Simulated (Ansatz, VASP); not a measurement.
Mg6CdMo: VASP beside Ansatz

INCAR

```
SYSTEM = Mg6CdMo
PREC     = Accurate       ! precision mode
ENCUT    = 520            ! plane-wave cutoff, eV
EDIFF    = 1E-6           ! SCF threshold, eV
ISMEAR   = -1             ! smearing method
SIGMA    = 0.05           ! smearing width, eV
LREAL    = .False.        ! projectors in reciprocal space
LASPH    = .True.         ! aspherical terms in the spheres
NELM     = 100            ! most SCF steps
ALGO     = Fast           ! electronic algorithm
ISIF     = 2              ! what is computed and relaxed
LWAVE    = .False.        ! write WAVECAR
LCHARG   = .False.        ! write CHGCAR
GGA      = PE             ! functional
NBANDS   = 29             ! bands
```

The input KPOINTS:

```
Automatic mesh
0
Gamma
  6 5 5
  0 0 0
```

Contents of POSCAR:

```
Mg6CdMo
1.0
    4.9010790000      0.0000000000      0.0000000000
    0.0000000000      3.1021385000      5.3715755000
    0.0000000000     -3.1021385000      5.3715755000
Cd Mo Mg
1 1 6
Direct
    0.5000000000      0.3337690000      0.3337690000
    0.5000000000      0.8324420000      0.8324420000
    0.0000000000      0.1673600000      0.1673600000
    0.0000000000      0.6752640000      0.6752640000
    0.0000000000      0.6750590000      0.1505430000
    0.0000000000      0.1505430000      0.6750590000
    0.5000000000      0.8303000000      0.3352660000
    0.5000000000      0.3352660000      0.8303000000
```

input.yaml

```yaml
crystal:
  lattice:
    - [4.901079, 0.0, 0.0]
    - [0.0, 3.1021385, 5.3715755]
    - [0.0, -3.1021385, 5.3715755]
  atoms:
    - { symbol: Cd, position: [0.5, 0.333769, 0.333769] }
    - { symbol: Mo, position: [0.5, 0.832442, 0.832442] }
    - { symbol: Mg, position: [0.0, 0.16736, 0.16736] }
    - { symbol: Mg, position: [0.0, 0.675264, 0.675264] }
    - { symbol: Mg, position: [0.0, 0.675059, 0.150543] }
    - { symbol: Mg, position: [0.0, 0.150543, 0.675059] }
    - { symbol: Mg, position: [0.5, 0.8303, 0.335266] }
    - { symbol: Mg, position: [0.5, 0.335266, 0.8303] }
hamiltonian:
  xc: pbe
  pseudopotentials: { kind: paw }
kpoints:
  mp_grid: { grid: [6, 5, 5] }
scf:
  occupations: { method: fermi_dirac, width: 0.05 }
output:
  forces: true
  stress: true
  eigenvalues: true
  write_density: true
  write_potential: true
  elf: true
  volumetric_format: npy
```

Alike in both runs: task single point; functional PBE; k mesh 6 × 5 × 5; occupations fermi-dirac, width 0.05 eV; no spin polarisation.

```csv
,VASP,Ansatz
version,VASP 6.6.1,Ansatz 0.2.0
potentials or method,"VASP PAW PBE potentials, release 64 (Cd, Mo_sv, Mg)",Ansatz PAW
plane-wave cutoff (eV),520,420
valence electrons in the cell,38,94
```

Ansatz gave:

| Item | Value |
| --- | --- |
| gap on the k mesh at the Fermi level (eV) | none |
| pressure (GPa) | -0.3 |
| traceless stress, the component that is largest in VASP (GPa) | 0.04 |
| rms of the force components (eV/Å) | 0.064 |

Q: Estimate VASP's values.

A: gap on the k mesh at the Fermi level (eV): none; pressure (GPa): -0.3; traceless stress, the component that is largest in VASP (GPa): 0.06; rms of the force components (eV/Å): 0.063.

Atom by atom the forces differ by 0.001 eV/Å (rms over components). A gap of «none» marks a metal or a gap that the smearing closes. VASP's potentials hold 38 valence electrons a cell and Ansatz's 94, so a difference there can come from the potentials and not from the codes.
